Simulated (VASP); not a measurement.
# Ta5Ti3 (Amm2) in VASP: single point with PBE

Aim: the single point of Ta5Ti3 with PBE.

All numbers are computed with VASP 6.6.1; they aren't measurements. Logs are shortened: lines on timing, memory, paths and dates and some standing lists are left out, and cuts for length are marked.

### Step 1. The cell of the first run

It takes space group Amm2 (No. 38, orthorhombic). The conventional cell has a = 18.649 Å, b = 3.366 Å, c = 4.846 Å, α = 90.00°, β = 90.00°, γ = 90.00°. Ti (site symmetry mm2) has 14 Ti at 2.91 to 3.75 Å within 3.8 Å. Within 3.8 Å of Ti (site symmetry m) lie 4 Ta at 2.87 to 3.68 Å and 10 Ti at 2.91 to 3.75 Å. Within 3.8 Å of Ta (site symmetry m) lie 4 Ti at 2.87 to 3.68 Å and 10 Ta at 2.90 to 3.39 Å. Ta (site symmetry m) has 14 Ta at 2.90 to 3.40 Å within 3.8 Å. Within 3.8 Å of Ta (site symmetry mm2) lie 14 Ta at 2.90 to 3.40 Å.

### Step 2. Single point, PBE (19.01 Å³/atom)

INCAR reads:

```
PREC     = Accurate       # precision mode
ENCUT    = 500            # plane-wave cutoff, eV
EDIFF    = 1E-6           # SCF threshold, eV
ISMEAR   = 0              # smearing method
SIGMA    = 0.1            # smearing width, eV
LREAL    = False          # projectors in reciprocal space
LASPH    = True           # aspherical terms in the spheres
NELM     = 120            # most SCF steps
ALGO     = Normal         # electronic algorithm
ISIF     = 2              # what is computed and relaxed
LWAVE    = False          # write WAVECAR
LCHARG   = False          # write CHGCAR
GGA      = PE             # functional
NBANDS   = 56             # bands
GGA_COMPAT= False
```

KPOINTS reads:

```
regular mesh
0
Gamma
  2 12 12
```

POSCAR reads:

```
Ta5Ti3
1.0
   18.6494121425      0.0000000000      0.0000000000
    0.0000000000      1.6828259926      2.4229150855
    0.0000000000     -1.6828259926      2.4229150855
Ti Ta
3 5
Direct
    0.0000000000      0.0363954289      0.0363954289
    0.1240085055      0.4263861330      0.4263861330
    0.8759914945      0.4263861330      0.4263861330
    0.2464792825      0.0221075872      0.0221075872
    0.7535207175      0.0221075872      0.0221075872
    0.6268358729      0.5217863349      0.5217863349
    0.5000000000      0.0247663324      0.0247663324
    0.3731641271      0.5217863349      0.5217863349
```

Potentials or basis: VASP PAW PBE potentials, release 64 (Ti_sv, Ta_pv).

The run is started by

```
> cat potpaw_PBE.64/Ti_sv/POTCAR potpaw_PBE.64/Ta_pv/POTCAR > POTCAR
> mpirun -np 1 vasp_std > vasp.out
```

OUTCAR:

```text
PREC = Accurate
   ENCUT = 500
   EDIFF = 1E-6
   ISMEAR = 0
   LREAL = False
   LASPH = True
   NELM = 120
   ISIF = 2
   GGA = PE

 ion  position               nearest neighbor table
   1  0.000  0.036  0.036-   2 2.91   3 2.91   2 2.91   3 2.91
   2  0.124  0.426  0.426-   4 2.87   4 2.87   1 2.91   1 2.91   4 3.01
   3  0.876  0.426  0.426-   5 2.87   5 2.87   1 2.91   1 2.91   5 3.01
   4  0.246  0.022  0.022-   2 2.87   2 2.87   8 2.90   8 2.90   2 3.01   8 3.38   8 3.39
   5  0.754  0.022  0.022-   3 2.87   3 2.87   6 2.90   6 2.90   3 3.01   6 3.38   6 3.39
   6  0.627  0.522  0.522-   5 2.90   5 2.90   7 2.90   7 2.90   7 3.38   5 3.38   5 3.39   7 3.40

   7  0.500  0.025  0.025-   6 2.90   8 2.90   6 2.90   8 2.90   6 3.38   8 3.38   6 3.40   8 3.40

   8  0.373  0.522  0.522-   4 2.90   4 2.90   7 2.90   7 2.90   7 3.38   4 3.38   4 3.39   7 3.40

  LATTYP: Found a base centered orthorhombic cell.
 ALAT       =     3.3656519852
 B/A-ratio  =     1.4397894352
 C/A-ratio  =     5.5410993842

  Lattice vectors:

 A1 = (   0.0000000000,   1.6828259926,  -2.4229150855)
 A2 = (   0.0000000000,   1.6828259926,   2.4229150855)
 A3 = (  18.6494121425,   0.0000000000,   0.0000000000)

Analysis of symmetry for initial positions (statically):
=====================================================================
 Subroutine PRICEL returns:
 Original cell was already a primitive cell.

 Routine SETGRP: Setting up the symmetry group for a
 base centered orthorhombic supercell.

 Subroutine GETGRP returns: Found  4 space group operations
 (whereof  4 operations were pure point group operations)
 out of a pool of  8 trial point group operations.

The static configuration has the point symmetry C_2v.

Analysis of symmetry for dynamics (positions and initial velocities):
=====================================================================
 Subroutine PRICEL returns:
 Original cell was already a primitive cell.

 Routine SETGRP: Setting up the symmetry group for a
 base centered orthorhombic supercell.

 Subroutine GETGRP returns: Found  4 space group operations
 (whereof  4 operations were pure point group operations)
 out of a pool of  8 trial point group operations.

The dynamic configuration has the point symmetry C_2v.

 Subroutine INISYM returns: Found  4 space group operations
 (whereof  4 operations are pure point group operations),
 and found     1 'primitive' translations

----------------------------------------------------------------------------------------

                                     Primitive cell

  volume of cell :     152.0802

  direct lattice vectors                    reciprocal lattice vectors
    18.649412143  0.000000000  0.000000000     0.053620993  0.000000000  0.000000000
     0.000000000  1.682825993  2.422915086     0.000000000  0.297119252  0.206362989
     0.000000000 -1.682825993  2.422915086     0.000000000 -0.297119252  0.206362989

  length of vectors
    18.649412143  2.949986582  2.949986582     0.053620993  0.361753415  0.361753415

  position of ions in fractional coordinates (direct lattice)
     0.000000000  0.036395429  0.036395429
     0.124008506  0.426386133  0.426386133
     0.875991494  0.426386133  0.426386133
     0.246479282  0.022107587  0.022107587
     0.753520718  0.022107587  0.022107587
     0.626835873  0.521786335  0.521786335
     0.500000000  0.024766332  0.024766332
     0.373164127  0.521786335  0.521786335

  ion indices of the primitive-cell ions
   primitive index   ion index
                 1           1
                 2           2
                 3           3
                 4           4
                 5           5
                 6           6
                 7           7
                 8           8

----------------------------------------------------------------------------------------

 KPOINTS: regular mesh

Automatic generation of k-mesh.
 Grid dimensions read from file:
 generate k-points for:    2   12   12

 Generating k-lattice:

  Cartesian coordinates                     Fractional coordinates (reciprocal lattice)
     0.026810497  0.000000000  0.000000000     0.500000000  0.000000000  0.000000000
     0.000000000  0.024759938  0.017196916     0.000000000  0.083333333  0.000000000
     0.000000000 -0.024759938  0.017196916     0.000000000  0.000000000  0.083333333

  Length of vectors
     0.026810497  0.030146118  0.030146118

  Shift w.r.t. Gamma in fractional coordinates (k-lattice)
     0.000000000  0.000000000  0.000000000

 Subroutine IBZKPT returns following result:
 ===========================================

 Found     86 irreducible k-points:

 Following reciprocal coordinates:
            Coordinates               Weight
  0.000000  0.000000  0.000000      1.000000
  0.500000  0.000000  0.000000      1.000000
  0.000000  0.083333 -0.000000      4.000000
  0.500000  0.083333 -0.000000      4.000000
  0.000000  0.166667  0.000000      4.000000
  0.500000  0.166667  0.000000      4.000000
[... 16 lines left out ...]
  0.000000  0.416667  0.083333      4.000000
  0.500000  0.416667  0.083333      4.000000
 [... further k-points ...]
   k-points           NKPTS =     86   k-points in BZ     NKDIM =     86   number of bands    NBANDS=     56
   number of dos      NEDOS =    301   number of ions     NIONS =      8
   total plane-waves  NPLWV =  80640
   dimension x,y,z NGX =   140 NGY =   24 NGZ =   24
   dimension x,y,z NGXF=   280 NGYF=   48 NGZF=   48
   ions per type =               3   5
   NGX,Y,Z   is equivalent  to a cutoff of  12.48, 13.53, 13.53 a.u.
   NGXF,Y,Z  is equivalent  to a cutoff of  24.96, 27.05, 27.05 a.u.
 SYSTEM =  unknown system
   PREC   = accura    normal or accurate (medium, high low for compatibility)
   ISTART =      0    job   : 0-new  1-cont  2-samecut
   ICHARG =      2    charge: 1-file 2-atom 10-const
   ISPIN  =      1    spin polarized calculation?
   LNONCOLLINEAR =      F non collinear calculations
   LSORBIT =      F    spin-orbit coupling
   LASPH  =      T    aspherical Exc in radial PAW
   ENCUT  =  500.0 eV  36.75 Ry    6.06 a.u.  34.00  5.38  5.38*2*pi/ulx,y,z
   NELM   =    120;   NELMIN=  2; NELMDL= -5     # of ELM steps
   EDIFF  = 0.1E-05   stopping-criterion for ELM
   LREAL  =      F    real-space projection
   EDIFFG = 0.1E-04   stopping-criterion for IOM
   NSW    =      0    number of steps for IOM
   IBRION =     -1    ionic relax: 0-MD 1-quasi-New 2-CG
   NFREE  =      0    steps in history (QN), initial steepest desc. (CG)
   ISIF   =      2    stress and relaxation
   ISYM   =      2    0-nonsym 1-usesym 2-fastsym
   POTIM  = 0.5000    time-step for ionic-motion
   TEBEG  =    0.0;   TEEND  =   0.0 temperature during run
   PSTRESS=    0.0 pullay stress
   NELECT =      91.0000    total number of electrons
   NUPDOWN=      -1.0000    fix difference up-down
   EMIN   =  10.00;   EMAX   =-10.00  energy-range for DOS
   EFERMI =   0.00;   METHOD = LEGACY
   ISMEAR =     0;   SIGMA  =   0.10  broadening in eV -4-tet -1-fermi 0-gaus
   EFERMI_NEDOS =   21; number of points for ismear=-14 and -15
   IALGO  =     38    algorithm
   IMIX   =      4    mixing-type and parameters
     AMIX     =   0.40;   BMIX     =  1.00
     AMIX_MAG =   1.60;   BMIX_MAG =  1.00
  volume/ion in A,a.u.               =      19.01       128.29
  Fermi-wavevector in a.u.,A,eV,Ry     =   1.379530  2.606933 25.893284  1.903103
  Thomas-Fermi vector in A             =   2.504491
   LORBIT       =      0    0 simple, 1 ext, 2 COOP (PROOUT), +10 PAW based schemes
   GGA     = PE    functional components
   LHFCALC =     F    Hartree Fock is set to
   AEXX    =    0.0000 exact exchange contribution
   IVDW    =     0    specifies the selected vdW correction
   LEPSILON=     F    determine dielectric tensor
   LRPA    =     F    only Hartree local field effects (RPA)
 non-spin polarized calculation
 Gauss-broadening in eV      SIGMA  =   0.10
  energy-cutoff  :      500.00
  volume of cell :      152.08
 maximum number of plane-waves:      3894
 NGX is ok and might be reduce to   140
   NGX = 69   NGY = 11   NGZ = 11

 number of electron      90.9999999 magnetization

 Free energy of the ion-electron system (eV)
  ---------------------------------------------------
  ext. energy  EPLUGINS =         0.00000000
  ---------------------------------------------------
  free energy    TOTEN  =       -82.14504749 eV

  energy without entropy =      -82.08925965  energy(sigma->0) =      -82.11715357

 E-fermi :   5.8864     XC(G=0): -11.8752

 val. band max:        5.8849866413   @ k =   0.0000   0.1667   0.0833
 cond. band min:       5.8933186806   @ k =   0.0000   0.0833   0.0833
 fundamental gap:      0.0083320393
 Fermi energy:         5.8863667335

 k-point     1 :       0.0000    0.0000    0.0000
  band No.  band energies     occupation
      1     -50.8543      2.00000
      2     -50.8070      2.00000
      3     -50.7756      2.00000
      4     -28.3822      2.00000
      5     -28.2742      2.00000
      6     -28.0385      2.00000
[... 48 lines left out ...]
     55       7.5618      0.00000
     56       7.5725      0.00000

 k-point     2 :       0.5000    0.0000    0.0000
  band No.  band energies     occupation
      1     -50.8543      2.00000
      2     -50.8070      2.00000
      3     -50.7756      2.00000
      4     -28.3820      2.00000
      5     -28.2747      2.00000
      6     -28.0375      2.00000
[... 48 lines left out ...]
     55       7.5705      0.00000
     56       7.7912      0.00000
[... 1237 lines left out ...]
     55       8.3714      0.00000
     56       8.8000      0.00000

 k-point    24 :       0.5000    0.4167    0.0833
  band No.  band energies     occupation
      1     -50.7958      2.00000
      2     -50.7687      2.00000
      3     -50.7580      2.00000
      4     -28.3332      2.00000
      5     -28.3252      2.00000
      6     -28.2845      2.00000
[... 48 lines left out ...]
     55       8.4124      0.00000
     56       8.6752      0.00000

 [... further k-points ...]

------------------------ aborting loop because EDIFF is reached ----------------------------------------

  FORCE on cell =-STRESS in cart. coord.  units (eV):
  Direction    XX          YY          ZZ          XY          YZ          ZX
  --------------------------------------------------------------------------------------
  -------------------------------------------------------------------------------------
  Total       -7.7164287     -7.7557320     -7.7408513      0.0000000      0.0000000      0.0000000
  in kB      -81.2932301    -81.7072943    -81.5505242      0.0000000      0.0000000      0.0000000
  external PRESSURE =     -81.5170162 kB  Pullay stress =       0.0000000 kB

 VOLUME and BASIS-vectors are now :
 -----------------------------------------------------------------------------
  energy-cutoff  :      500.00
  volume of cell :      152.08
      direct lattice vectors                 reciprocal lattice vectors
    18.649412143  0.000000000  0.000000000     0.053620993  0.000000000  0.000000000
     0.000000000  1.682825993  2.422915086     0.000000000  0.297119252  0.206362989
     0.000000000 -1.682825993  2.422915086     0.000000000 -0.297119252  0.206362989

 POSITION                                       TOTAL-FORCE (eV/Angst)
 -----------------------------------------------------------------------------------
      0.00000      0.00000      0.17637         0.000000      0.000000      0.001863
      2.31269      0.00000      2.06619         0.000017      0.000000     -0.003267
     16.33673      0.00000      2.06619        -0.000017      0.000000     -0.003267
      4.59669      0.00000      0.10713        -0.004281      0.000000      0.002597
     14.05272      0.00000      0.10713         0.004281      0.000000      0.002597
     11.69012      0.00000      2.52849        -0.001532      0.000000     -0.002122
      9.32471      0.00000      0.12001         0.000000      0.000000      0.003721
      6.95929      0.00000      2.52849         0.001532      0.000000     -0.002122
 -----------------------------------------------------------------------------------
    total drift:                                0.000000      0.000000     -0.000409

  FREE ENERGIE OF THE ION-ELECTRON SYSTEM (eV)
  ---------------------------------------------------
  free  energy   TOTEN  =       -82.1450474939 eV

  energy  without entropy=      -82.0892596520  energy(sigma->0) =      -82.11715357
```

It took 50 min on 1 thread of Intel Xeon 8259CL, shared host; peak memory 0.63 GiB.

What came out:

- Free energy: -82.1450 eV
- Pressure: -8.2 GPa
- Largest force: 0.005 eV/Å
- Band gap on the k mesh: zero (an odd number of electrons rules out a gap without spin polarisation)

Forces in eV/Å, atoms in the order of the input:
```
Ti   0.000  0.000  0.002
Ti   0.000  0.000 -0.003
Ti   0.000  0.000 -0.003
Ta  -0.004  0.000  0.003
Ta   0.004  0.000  0.003
Ta  -0.002  0.000 -0.002
Ta   0.000  0.000  0.004
Ta   0.002  0.000 -0.002
```

Caveat: the cell stands under tension; spin-orbit coupling is left out, which moves the levels of the heavy elements.
